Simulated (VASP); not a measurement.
Set up this calculation in VASP 6.6.1, as the native input.

```yaml
Task: single point
Functional: PBE
Potentials_or_basis: VASP PAW PBE potentials, release 64 (Zn, O)
Cutoff: 520 eV
k_mesh: 12 × 12 × 6
Occupations: gaussian, width 0.02 eV
Spin: no spin polarisation
Dipole_correction: no
Further_INCAR_settings: ALGO = Normal; EDIFF = 1e-07; NBANDS = 26
```

The structure of ZnO lies in POSCAR:

```
ZnO
1.0
    3.1070694898      0.0000000000      0.0000000000
   -1.5535347449      2.6908011095      0.0000000000
    0.0000000000      0.0000000000      5.0127743593
Zn O
2 2
Direct
    0.6666666667      0.3333333333      0.5006472146
    0.3333333333      0.6666666667      0.0006472146
    0.6666666667      0.3333333333      0.8796627854
    0.3333333333      0.6666666667      0.3796627854
```

These files were run (other wordings do the same):

INCAR

```
  ALGO = Normal
  EDIFF = 1E-7
  ENCUT = 520
  GGA = PE
  ISIF = 2
  ISMEAR = 0
  LASPH = True
  LCHARG = False
  LREAL = False
  LWAVE = False
  NBANDS = 26
  NELM = 80
  PREC = Accurate
  SIGMA = 0.02
```

KPOINTS

```
k-points
0
Gamma
  12 12 6
```

Potentials or basis: VASP PAW PBE potentials, release 64 (Zn, O).

Run with:

```bash
$ cat potpaw_PBE.64/Zn/POTCAR potpaw_PBE.64/O/POTCAR > POTCAR
$ mpirun -np 1 vasp_std > vasp.out
```

It gave:

```
Pressure               : 31.9 GPa
Band gap on the k mesh : 0.96 eV, direct
```

It took 42 s on 1 thread of Intel(R) Xeon(R) Platinum 8488C (Sapphire Rapids), on a shared host, peak memory 0.2 GiB.
